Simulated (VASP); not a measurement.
# GaN (R-3m) in VASP: notebook, part 2 of 2

VASP 6.6.1.

## Step 4: Single point, r2SCAN, non-collinear spin, zero start, spin-orbit coupling (epitaxial 111 strain -2.0%)

Input file POSCAR:

```
GaN
1.0
    0.0372019861      2.1035469157      2.1035469157
    2.1035469157      0.0372019861      2.1035469157
    2.1035469157      2.1035469157      0.0372019861
Ga N
1 1
Direct
    0.0000000000      0.0000000000      0.0000000000
    0.5000000000      0.5000000000      0.5000000000
```

Input file INCAR.step1:

```
SYSTEM = GaN
ALGO = Normal
EDIFF = 1E-4
ENCUT = 520
GGA = PE
GGA_COMPAT = .FALSE.
ISMEAR = -1
LASPH = .TRUE.
LCHARG = .FALSE.
LREAL = .FALSE.
LSORBIT = .TRUE.
LWAVE = .TRUE.
MAGMOM = 0 0 0 0 0 0
NBANDS = 30
NELM = 150
PREC = Accurate
SIGMA = 0.02
```

Input file INCAR.step2:

```
SYSTEM = GaN
ALGO = Normal
EDIFF = 1E-6
ENCUT = 520
GGA_COMPAT = .FALSE.
ISIF = 2
ISMEAR = -1
ISTART = 1
LASPH = .TRUE.
LCHARG = .FALSE.
LMIXTAU = .TRUE.
LORBIT = 11
LORBMOM = .TRUE.
LREAL = .FALSE.
LSORBIT = .TRUE.
LWAVE = .FALSE.
MAGMOM = 0 0 0 0 0 0
METAGGA = R2SCAN
NBANDS = 30
NELM = 150
PREC = Accurate
SIGMA = 0.02
```

Input file KPOINTS:

```
k-points
0
G
  10 10 10
  0 0 0
```

Potentials or basis: VASP PAW PBE potentials, release 64 (Ga_d, N).

Run with:

```console
$ cat potpaw_PBE.64/Ga_d/POTCAR potpaw_PBE.64/N/POTCAR > POTCAR
$ cp INCAR.step1 INCAR
$ mpirun -np 1 vasp_ncl > vasp.out
$ cp INCAR.step2 INCAR
$ mpirun -np 1 vasp_ncl > vasp.out
```

OUTCAR:

```text
SYSTEM = GaN
   EDIFF = 1E-6
   ENCUT = 520
   ISIF = 2
   ISMEAR = -1
   ISTART = 1
   LASPH = .TRUE.
   LORBIT = 11
   LREAL = .FALSE.
   LSORBIT = .TRUE.
   METAGGA = R2SCAN
   NELM = 150
   PREC = Accurate

 ion  position               nearest neighbor table
   1  0.000  0.000  0.000-   2 2.09   2 2.09   2 2.09   2 2.09   2 2.09   2 2.09
   2  0.500  0.500  0.500-   1 2.09   1 2.09   1 2.09   1 2.09   1 2.09   1 2.09

  LATTYP: Found a trigonal (rhomboedric) cell.
 ALAT       =     2.9750971818
 COS(alpha) =     0.5176044147

  Lattice vectors:

 A1 = (   0.0372019861,   2.1035469157,   2.1035469157)
 A2 = (   2.1035469157,   0.0372019861,   2.1035469157)
 A3 = (   2.1035469157,   2.1035469157,   0.0372019861)

[... 1084 lines left out ...]
 l=   3
     0.0000000     0.0000000     0.0000000     0.0000000     0.0000000     0.0000000     0.0000000
     0.0000000     0.0000000     0.0000000     0.0000000     0.0000000     0.0000000     0.0000000
     0.0000000     0.0000000     0.0000000     0.0000000     0.0000000     0.0000000     0.0000000
     0.0000000     0.0000000     0.0000000     0.0000000     0.0000000     0.0000000     0.0000000
     0.0000000     0.0000000     0.0000000     0.0000000     0.0000000     0.0000000     0.0000000
     0.0000000     0.0000000     0.0000000     0.0000000     0.0000000     0.0000000     0.0000000
     0.0000000     0.0000000     0.0000000     0.0000000     0.0000000     0.0000000     0.0000000

 total charge

# of ion       s       p       d       tot
------------------------------------------
    1        0.680   0.758  10.238  11.676
    2        1.246   2.562   0.000   3.808
--------------------------------------------------
tot          1.926   3.319  10.238  15.483

 magnetization (x)

# of ion       s       p       d       tot
------------------------------------------
    1       -0.000   0.000   0.000  -0.000
    2        0.000   0.000   0.000   0.000
--------------------------------------------------
tot         -0.000   0.000   0.000  -0.000

 magnetization (y)

# of ion       s       p       d       tot
------------------------------------------
    1        0.000   0.000   0.000   0.000
    2       -0.000   0.000   0.000  -0.000
--------------------------------------------------
tot         -0.000   0.000   0.000  -0.000

 magnetization (z)

# of ion       s       p       d       tot
------------------------------------------
    1        0.000   0.000  -0.000  -0.000
    2        0.000   0.000   0.000   0.000
--------------------------------------------------
tot          0.000   0.000  -0.000  -0.000
```

OSZICAR.step1:

```text
N       E                     dE             d eps       ncg     rms          rms(c)
DAV:   1     0.134392496413E+03    0.13439E+03   -0.84080E+03  8724   0.235E+03
DAV:   2     0.411357444528E+01   -0.13028E+03   -0.12028E+03  7118   0.476E+02
DAV:   3    -0.125326904258E+02   -0.16646E+02   -0.16320E+02  7898   0.126E+02
DAV:   4    -0.129916831761E+02   -0.45899E+00   -0.45825E+00  7932   0.227E+01
DAV:   5    -0.129993180219E+02   -0.76348E-02   -0.76340E-02  8320   0.291E+00    0.747E+00
DAV:   6    -0.111267196705E+02    0.18726E+01   -0.34579E+00 11190   0.443E+01    0.214E+00
DAV:   7    -0.111391370328E+02   -0.12417E-01   -0.46379E-01  7694   0.664E+00    0.167E+00
DAV:   8    -0.111306250522E+02    0.85120E-02   -0.49074E-02  9900   0.359E+00    0.757E-01
DAV:   9    -0.111244434770E+02    0.61816E-02   -0.16345E-02  9576   0.327E+00    0.102E-01
DAV:  10    -0.111245887487E+02   -0.14527E-03   -0.12071E-03  7986   0.358E-01    0.469E-02
DAV:  11    -0.111245897514E+02   -0.10026E-05   -0.27925E-05  4766   0.880E-02
   1 F= -.11124590E+02 E0= -.11124590E+02  d E =-.312839E-10  mag=    -0.0000    -0.0000     0.0000
```

Run time: 11 min. Hardware: 1 thread of Intel Xeon 8259CL, shared host; peak memory 0.28 GiB.

Results:

```
Free energy                                           : -20.9443 eV
Pressure                                              : 10.5 GPa
Net moment                                            : 0.00 μB per cell
Valence electrons inside the program's atomic spheres : Ga 11.68; N 3.81
```

Moments on the atoms (μB; x, y, z):
```
Ga  0.00 0.00 0.00
N   0.00 0.00 0.00
```

Caveat: the cell differs from its parent crystal (epitaxial 111 strain -2.0%); the cell stands under pressure; the structure was generated, so it needn't be the stable form of GaN; the PAW data sets were made with another functional, which shifts forces and pressure a little.

## Step 5: Single point, r2SCAN, non-collinear spin, zero start, spin-orbit coupling (epitaxial 111 strain -1.0%)

Input file POSCAR:

```
GaN
1.0
    0.0184865924      2.1059166744      2.1059166744
    2.1059166744      0.0184865924      2.1059166744
    2.1059166744      2.1059166744      0.0184865924
Ga N
1 1
Direct
    0.0000000000      0.0000000000      0.0000000000
    0.5000000000      0.5000000000      0.5000000000
```

Input file INCAR.step1:

```
SYSTEM = GaN
PREC = Accurate
ENCUT = 520
ISMEAR = -1
SIGMA = 0.02
LREAL = .False.
LASPH = .True.
NELM = 150
MAGMOM = 0 0 0 0 0 0
LSORBIT = .True.
GGA_COMPAT = .False.
NBANDS = 30
GGA = PE
ALGO = Normal
EDIFF = 1E-4
LWAVE = .True.
LCHARG = .False.
```

Input file INCAR.step2:

```
SYSTEM = GaN
PREC = Accurate
ENCUT = 520
EDIFF = 1E-7
ISMEAR = -1
SIGMA = 0.02
LREAL = .False.
LASPH = .True.
NELM = 150
ALGO = Normal
ISIF = 2
LWAVE = .False.
LCHARG = .False.
MAGMOM = 0 0 0 0 0 0
LORBIT = 11
LSORBIT = .True.
GGA_COMPAT = .False.
LORBMOM = .True.
METAGGA = R2SCAN
LMIXTAU = .True.
NBANDS = 30
ISTART = 1
```

Input file KPOINTS:

```
Automatic mesh
0
Gamma
  10 10 10
  0 0 0
```

Run with:

```console
$ cat potpaw_PBE.64/Ga_d/POTCAR potpaw_PBE.64/N/POTCAR > POTCAR
$ cp INCAR.step1 INCAR
$ mpirun -np 1 vasp_ncl > vasp.out
$ cp INCAR.step2 INCAR
$ mpirun -np 1 vasp_ncl > vasp.out
```

Wall time 13 min (1 thread of Intel Xeon 8259CL, shared host); peak memory 0.29 GiB.

Results (log left out):

* Free energy: -20.9702 eV
* Pressure: 5.7 GPa
* Net moment: 0.00 μB per cell
* Valence electrons inside the program's atomic spheres: Ga 11.64; N 3.79

Stress tensor (GPa, compression positive):
```
 5.71 -2.14 -2.14
-2.14  5.71 -2.14
-2.14 -2.14  5.71
```

Moments on the atoms (μB; x, y, z):
```
Ga  0.00 0.00 0.00
N   0.00 0.00 0.00
```

Caveat: the cell differs from its parent crystal (epitaxial 111 strain -1.0%); the cell stands under pressure; the structure was generated, so it needn't be the stable form of GaN; the PAW data sets were made with another functional, which shifts forces and pressure a little.

## Step 6: Summary

```csv
potentials or basis,spin,cell,cutoff (eV),smearing,pressure (GPa),moment (μB)
"VASP PAW PBE potentials, release 64 (Ga_d, N_h)",off,"a = 2.975 Å, angles 58.8°, 2 atoms",1460,gaussian 0.01 eV,10.4,-
"VASP PAW PBE potentials, release 64 (Ga_d, N)","non-collinear, zero start, SOC","a = 2.972 Å, angles 58.2°, 2 atoms",520,fermi-dirac 0.02 eV,15.6,0.00
"VASP PAW PBE potentials, release 64 (Ga_d, N)","non-collinear, zero start, SOC","a = 2.975 Å, angles 58.8°, 2 atoms",520,fermi-dirac 0.02 eV,10.5,0.00
"VASP PAW PBE potentials, release 64 (Ga_d, N)","non-collinear, zero start, SOC","a = 2.978 Å, angles 59.4°, 2 atoms",520,fermi-dirac 0.02 eV,5.7,0.00
```

Alike in all rows: task single point; level r2SCAN; k mesh 10 × 10 × 10.

Caveats: the cell stands under pressure; the structure was generated, so it needn't be the stable form of GaN; the PAW data sets were made with another functional, which shifts forces and pressure a little.

Total energies depend on the potentials used, so only differences within one code and one set of settings carry meaning.
